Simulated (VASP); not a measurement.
# Rh (P6_3/mmc) in VASP: notebook, part 2 of 2

VASP 6.6.1. The steps go on from the part before.

### Step 3. Single point, HSE06

This run uses another cell than the first one, of 13.53 Å³/atom.

The input, POSCAR:

```
Rh
1.0
    2.7195448297      0.0000000000      0.0000000000
   -1.3597724149      2.3551949093      0.0000000000
    0.0000000000      0.0000000000      4.2234270291
Rh
2
Direct
    0.3333333333      0.6666666667      0.2500000000
    0.6666666667      0.3333333333      0.7500000000
```

The input, INCAR.step1:

```
SYSTEM = Rh
PREC = Accurate
ENCUT = 520
EDIFF = 1E-5
ISMEAR = -1
SIGMA = 0.05
LREAL = .False.
LASPH = .True.
NELM = 80
ALGO = Normal
ISIF = 2
LWAVE = .True.
LCHARG = .False.
NBANDS = 22
GGA = PE
```

The input, INCAR.step2:

```
SYSTEM = Rh
PREC = Accurate
ENCUT = 520
EDIFF = 1E-6
ISMEAR = -1
SIGMA = 0.05
LREAL = .False.
LASPH = .True.
NELM = 80
ALGO = Normal
ISIF = 2
LWAVE = .False.
LCHARG = .False.
GGA = PE
LHFCALC = .True.
HFSCREEN = 0.2079
PRECFOCK = Normal
NBANDS = 22
ISTART = 1
```

The input, KPOINTS:

```
regular mesh
0
Gamma
  6 6 3
  0 0 0
```

Potentials or basis: VASP PAW PBE potentials, release 64 (Rh_pv).

Launch:

```
$ cat potpaw_PBE.64/Rh_pv/POTCAR > POTCAR
$ cp INCAR.step1 INCAR
$ mpirun -np 1 vasp_std > vasp.out
$ cp INCAR.step2 INCAR
$ mpirun -np 1 vasp_std > vasp.out
```

OUTCAR:

```text
SYSTEM = Rh
   PREC = Accurate
   ENCUT = 520
   EDIFF = 1E-6
   ISMEAR = -1
   LREAL = .False.
   LASPH = .True.
   NELM = 80
   ISIF = 2
   GGA = PE
   LHFCALC = .True.
   HFSCREEN = 0.2079
   PRECFOCK = Normal
   ISTART = 1

 ion  position               nearest neighbor table
   1  0.333  0.667  0.250-   2 2.63   2 2.63   2 2.63   2 2.63   2 2.63   2 2.63
   2  0.667  0.333  0.750-   1 2.63   1 2.63   1 2.63   1 2.63   1 2.63   1 2.63

  LATTYP: Found a hexagonal cell.
 ALAT       =     2.7195448297
 C/A-ratio  =     1.5529904060

  Lattice vectors:

 A1 = (   2.7195448297,   0.0000000000,   0.0000000000)
 A2 = (  -1.3597724149,   2.3551949093,   0.0000000000)
 A3 = (   0.0000000000,   0.0000000000,   4.2234270291)

Analysis of symmetry for initial positions (statically):
=====================================================================
 Subroutine PRICEL returns:
 Original cell was already a primitive cell.

 Routine SETGRP: Setting up the symmetry group for a
 hexagonal supercell.

 Subroutine GETGRP returns: Found 24 space group operations
 (whereof 12 operations were pure point group operations)
 out of a pool of 24 trial point group operations.

The static configuration has the point symmetry D_3d.
 The point group associated with its full space group is D_6h.

Analysis of symmetry for dynamics (positions and initial velocities):
=====================================================================
 Subroutine PRICEL returns:
 Original cell was already a primitive cell.

 Routine SETGRP: Setting up the symmetry group for a
 hexagonal supercell.

 Subroutine GETGRP returns: Found 24 space group operations
 (whereof 12 operations were pure point group operations)
 out of a pool of 24 trial point group operations.

The dynamic configuration has the point symmetry D_3d.
 The point group associated with its full space group is D_6h.

 Subroutine INISYM returns: Found 24 space group operations
 (whereof 12 operations are pure point group operations),
 and found     1 'primitive' translations

----------------------------------------------------------------------------------------

                                     Primitive cell

  volume of cell :      27.0513

  direct lattice vectors                    reciprocal lattice vectors
     2.719544830  0.000000000  0.000000000     0.367708592  0.212296655  0.000000000
    -1.359772415  2.355194909  0.000000000     0.000000000  0.424593309  0.000000000
     0.000000000  0.000000000  4.223427029     0.000000000  0.000000000  0.236774542

  length of vectors
     2.719544830  2.719544830  4.223427029     0.424593309  0.424593309  0.236774542

  position of ions in fractional coordinates (direct lattice)
     0.333333333  0.666666667  0.250000000
     0.666666667  0.333333333  0.750000000

  ion indices of the primitive-cell ions
   primitive index   ion index
                 1           1
                 2           2

----------------------------------------------------------------------------------------

[... 29 lines left out ...]
  0.500000  0.000000  0.000000      3.000000
  0.166667  0.166667  0.000000      6.000000
  0.333333  0.166667  0.000000     12.000000
  0.333333  0.333333  0.000000      2.000000
  0.000000  0.000000  0.333333      2.000000
  0.166667  0.000000  0.333333     12.000000
  0.333333 -0.000000  0.333333     12.000000
  0.500000  0.000000  0.333333      6.000000
  0.166667  0.166667  0.333333     12.000000
  0.333333  0.166667  0.333333     24.000000
  0.333333  0.333333  0.333333      4.000000
   k-points           NKPTS =     14   k-points in BZ     NKDIM =    108   number of bands    NBANDS=     22
   number of dos      NEDOS =    301   number of ions     NIONS =      2
   total plane-waves  NPLWV =  12800
   dimension x,y,z NGX =    20 NGY =   20 NGZ =   32
   dimension x,y,z NGXF=    40 NGYF=   40 NGZF=   64
   ions per type =               2
   NGX,Y,Z   is equivalent  to a cutoff of  12.23, 12.23, 12.60 a.u.
   NGXF,Y,Z  is equivalent  to a cutoff of  24.45, 24.45, 25.19 a.u.
 SYSTEM =  Rh
   PREC   = accura    normal or accurate (medium, high low for compatibility)
   ISTART =      1    job   : 0-new  1-cont  2-samecut
   ICHARG =      0    charge: 1-file 2-atom 10-const
   ISPIN  =      1    spin polarized calculation?
   LNONCOLLINEAR =      F non collinear calculations
   LSORBIT =      F    spin-orbit coupling
   LASPH  =      T    aspherical Exc in radial PAW
   ENCUT  =  520.0 eV  38.22 Ry    6.18 a.u.   5.06  5.06  7.85*2*pi/ulx,y,z
   NELM   =     80;   NELMIN=  2; NELMDL=  0     # of ELM steps
   EDIFF  = 0.1E-05   stopping-criterion for ELM
   LREAL  =      F    real-space projection
   EDIFFG = 0.1E-04   stopping-criterion for IOM
   NSW    =      0    number of steps for IOM
   IBRION =     -1    ionic relax: 0-MD 1-quasi-New 2-CG
   NFREE  =      0    steps in history (QN), initial steepest desc. (CG)
   ISIF   =      2    stress and relaxation
   ISYM   =      3    0-nonsym 1-usesym 2-fastsym
   POTIM  = 0.5000    time-step for ionic-motion
   TEBEG  =    0.0;   TEEND  =   0.0 temperature during run
   PSTRESS=    0.0 pullay stress
   NELECT =      30.0000    total number of electrons
   NUPDOWN=      -1.0000    fix difference up-down
   EMIN   =  10.00;   EMAX   =-10.00  energy-range for DOS
   EFERMI =   0.00;   METHOD = LEGACY
   ISMEAR =    -1;   SIGMA  =   0.05  broadening in eV -4-tet -1-fermi 0-gaus
   EFERMI_NEDOS =   21; number of points for ismear=-14 and -15
   IALGO  =     38    algorithm
   IMIX   =      1    mixing-type and parameters
     AMIX     =   0.40;   BMIX     =  1.00
     AMIX_MAG =   1.60;   BMIX_MAG =  1.00
  volume/ion in A,a.u.               =      13.53        91.28
  Fermi-wavevector in a.u.,A,eV,Ry     =   1.694543  3.202222 39.068796  2.871476
  Thomas-Fermi vector in A             =   2.775749
   LORBIT       =      0    0 simple, 1 ext, 2 COOP (PROOUT), +10 PAW based schemes
   GGA     = PE    functional components
   LHFCALC =     T    Hartree Fock is set to
   PRECFOCK=normal    Normal, Fast or Accurate (Low or Medium for compatibility)
   ENCUT4O =  -1.0   cutoff for four orbital integrals eV
   NKREDX  =     1    reduce k-point grid by
   NKREDY  =     1    reduce k-point grid by
   NKREDZ  =     1    reduce k-point grid by
   AEXX    =    0.2500 exact exchange contribution
   HFSCREEN=    0.2079 screening length (either q_TF or 0.3 A-1)
   HFSCREENC=   0.2079 screening length for correlation (either q_TF or 0.3 A-1)
   ENCUTFOCK=  -1.0 apply spherical cutoff to Coloumb kernel
   IVDW    =     0    specifies the selected vdW correction
   LEPSILON=     F    determine dielectric tensor
   LRPA    =     F    only Hartree local field effects (RPA)
 non-spin polarized calculation
  energy-cutoff  :      520.00
  volume of cell :       27.05
 maximum number of plane-waves:       741
  NGX = 16; NGY = 16; NGZ = 24

 number of electron      29.9999995 magnetization

 Free energy of the ion-electron system (eV)
  ---------------------------------------------------
  ext. energy  EPLUGINS =         0.00000000
  ---------------------------------------------------
  free energy    TOTEN  =       -16.79296043 eV

  energy without entropy =      -16.77136153  energy(sigma->0) =      -16.78216098

 E-fermi :  11.7038     XC(G=0): -11.4695

 val. band max:       11.6663593874   @ k =   0.3333   0.1667   0.3333
 cond. band min:      11.7995659071   @ k =   0.3333  -0.0000   0.3333
 fundamental gap:      0.1332065197
 Fermi energy:        11.7038370167

 k-point     1 :       0.0000    0.0000    0.0000
  band No.  band energies     occupation
      1     -38.7497      2.00000
      2     -37.8403      2.00000
      3     -37.8403      2.00000
      4     -37.7310      2.00000
      5     -37.6652      2.00000
      6     -37.6652      2.00000
[... 339 lines left out ...]
     21      24.4671      0.00000
     22      24.4671      0.00000

------------------------ aborting loop because EDIFF is reached ----------------------------------------

  FORCE on cell =-STRESS in cart. coord.  units (eV):
  Direction    XX          YY          ZZ          XY          YZ          ZX
  --------------------------------------------------------------------------------------
  -------------------------------------------------------------------------------------
  Total        0.1207284      0.1207284      0.1220297     -0.0000000      0.0000000      0.0000000
  in kB        7.1504250      7.1504250      7.2274983     -0.0000000      0.0000000      0.0000000
  external PRESSURE =       7.1761161 kB  Pullay stress =       0.0000000 kB

 VOLUME and BASIS-vectors are now :
 -----------------------------------------------------------------------------
  energy-cutoff  :      520.00
  volume of cell :       27.05
      direct lattice vectors                 reciprocal lattice vectors
     2.719544830  0.000000000  0.000000000     0.367708592  0.212296655  0.000000000
    -1.359772415  2.355194909  0.000000000     0.000000000  0.424593309  0.000000000
     0.000000000  0.000000000  4.223427029     0.000000000  0.000000000  0.236774542

 POSITION                                       TOTAL-FORCE (eV/Angst)
 -----------------------------------------------------------------------------------
     -0.00000      1.57013      1.05586         0.000000      0.000000     -0.000000
      1.35977      0.78506      3.16757        -0.000000      0.000000      0.000000
 -----------------------------------------------------------------------------------
    total drift:                                0.000000      0.000000      0.000000

  FREE ENERGIE OF THE ION-ELECTRON SYSTEM (eV)
  ---------------------------------------------------
  free  energy   TOTEN  =       -16.7929604307 eV

  energy  without entropy=      -16.7713615344  energy(sigma->0) =      -16.78216098
```

It took 47 min on 1 thread of AMD EPYC 7R43 (Zen 3), shared host; peak memory 0.21 GiB.

Results:

```
Free energy            : -16.7930 eV
Pressure               : 0.7 GPa
Band gap on the k mesh : zero (bands 15 and 16 overlap by 2.66 eV)
```

Levels at points of the mesh, in eV from the Fermi level:
```
           k point  band 12  band 13  band 14  band 15  band 16  band 17  band 18  band 19
(0.00, 0.00, 0.00)    -3.01    -3.01    -2.67    -2.67     0.48     0.48     1.56    10.79
(0.50, 0.00, 0.00)    -2.51    -2.47     0.34     0.78     1.14     3.59     6.03    11.96
```

Caveat: the k points lie up to 0.50 Å⁻¹ apart, too coarse for converged energies and pressures of a metal; the PAW data sets were made with another functional, which shifts forces and pressure a little.
